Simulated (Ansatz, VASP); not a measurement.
# Ru in VASP and in Ansatz

```xyz
1
Lattice="-1.3366 1.3366 1.8913 1.3366 -1.3366 1.8913 1.3366 1.3366 -1.8913" Properties=species:S:1:pos:R:3 pbc="T T T"
Ru    0.0000    0.0000    0.0000
```

Alike in both runs: functional r2SCAN; k mesh 8 × 8 × 8; occupations gaussian, width 0.1 eV; no spin polarisation.

Ansatz relaxed the structure, and its values are those at the end. VASP's run is a single point on that final structure, the one shown.

```csv
,VASP,Ansatz
version,VASP 6.6.1,Ansatz 0.2.0
potentials or method,"VASP PAW PBE potentials, release 64 (Ru_sv), cutoff 660 eV","scalar-relativistic, plane waves, PAW"
valence electrons in the cell,16,16
```

|  | VASP | Ansatz | Ansatz less VASP |
| --- | --- | --- | --- |
| gap on the k mesh at the Fermi level (eV) | none | none | - |
| pressure (GPa) | 0.1 | -0.1 | -0.16 |

VASP's potentials were made for PBE, not for r2SCAN. A gap of «none» marks a metal or a gap that the smearing closes. The functional is the same, so the differences come from potentials, cutoffs and numerics.

The k mesh is coarse, so the values compare programs but aren't converged.
